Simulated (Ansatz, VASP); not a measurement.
# Zn2C: VASP beside Ansatz

The input POSCAR:

```
Zn2C
1.0
    0.0000000000      2.5779490376      2.5779490376
    2.5779490376      0.0000000000      2.5779490376
    2.5779490376      2.5779490376      0.0000000000
C Zn
1 2
Direct
    0.0000000000      0.0000000000      0.0000000000
    0.2500000000      0.2500000000      0.2500000000
    0.7500000000      0.7500000000      0.7500000000
```

The input INCAR.step1:

```
SYSTEM = Zn2C
PREC = Accurate ; ENCUT = 520
EDIFF = 1E-5 ; ISMEAR = -1
SIGMA = 0.02 ; LREAL = .False.
LASPH = .True. ; NELM = 100
ALGO = Normal ; ISIF = 2
LWAVE = .True. ; LCHARG = .False.
NBANDS = 21 ; GGA = PE
```

The input INCAR.step2:

```
SYSTEM = Zn2C
PREC = Accurate ; ENCUT = 520
EDIFF = 1E-6 ; ISMEAR = -1
SIGMA = 0.02 ; LREAL = .False.
LASPH = .True. ; NELM = 100
ALGO = Normal ; ISIF = 2
LWAVE = .False. ; LCHARG = .False.
GGA = PE ; LHFCALC = .True.
AEXX = 0.35 ; PRECFOCK = Normal
NBANDS = 21 ; ISTART = 1
```

File KPOINTS:

```
regular mesh
0
Gamma
  4 4 4
  0 0 0
```

Input for Ansatz:

```yaml
crystal:
  lattice:
    - [0.0, 2.5779490376, 2.5779490376]
    - [2.5779490376, 0.0, 2.5779490376]
    - [2.5779490376, 2.5779490376, 0.0]
  atoms:
    - { symbol: C, position: [0.0, 0.0, 0.0] }
    - { symbol: Zn, position: [0.25, 0.25, 0.25] }
    - { symbol: Zn, position: [0.75, 0.75, 0.75] }
kpoints:
  mp_grid: { grid: [4, 4, 4] }
hamiltonian:
  xc: { exchange: pbe, correlation: pbe, exx: { coeff: 0.35 } }
scf:
  occupations: { method: fermi_dirac, width: 0.02 }
  n_extra_bands: 4
output:
  forces: true
  stress: true
  eigenvalues: true
```

Alike in both runs: task single point; functional PBE-based global hybrid; k mesh 4 × 4 × 4; occupations fermi-dirac, width 0.02 eV; no spin polarisation.

|  | VASP | Ansatz |
| --- | --- | --- |
| version | VASP 6.6.1 | Ansatz 0.2.0 |
| potentials or method | VASP PAW PBE potentials, release 64 (C, Zn) | plane waves |
| plane-wave cutoff (eV) | 520 | 420 |
| valence electrons in the cell | 28 | 28 |

|  | VASP | Ansatz | Ansatz less VASP |
| --- | --- | --- | --- |
| gap on the k mesh at the Fermi level (eV) | 2.28 | 2.20 | -0.078 |
| pressure (GPa) | 0.0 | -0.3 | -0.31 |

VASP's potentials were made for PBE, not for PBE-based global hybrid. Ansatz's warnings: stress exchange threshold loose, stress scf threshold loose.

The k mesh is coarse, so the values compare programs but aren't converged.
